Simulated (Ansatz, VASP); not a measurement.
**Two plane-wave programs on GaSb3**

```
Ga Sb
1.0
     5.01599    0.00000    0.00000
    -2.50799    4.34397    0.00000
     0.00000    0.00000    5.60342
Ga Sb
1 3
Direct
  0.66667 0.33333 0.00000
  0.33333 0.66667 0.00000
  0.00000 0.00000 0.50000
  0.66667 0.33333 0.50000
```

Alike in both runs: functional PBE; k mesh 6 × 6 × 4; occupations gaussian, width 0.1 eV; no spin polarisation.

Ansatz relaxed the structure, and its values are those at the end. VASP's run is a single point on that final structure, the one shown.

|  | VASP | Ansatz |
| --- | --- | --- |
| version | VASP 6.6.1 | Ansatz 0.2.0 |
| potentials or method | VASP PAW PBE potentials, release 64 (Ga_d, Sb), cutoff 520 eV | scalar-relativistic, plane waves, PAW |
| valence electrons in the cell | 28 | 58 |

```tsv
	VASP	Ansatz	Ansatz less VASP
gap on the k mesh at the Fermi level (eV)	none	none	-
pressure (GPa)	0.2	0.2	-0.02
```

A gap of «none» marks a metal or a gap that the smearing closes. VASP's potentials hold 28 valence electrons a cell and Ansatz's 58, so a difference there can come from the potentials and not from the codes.

Spin-orbit coupling is off throughout.
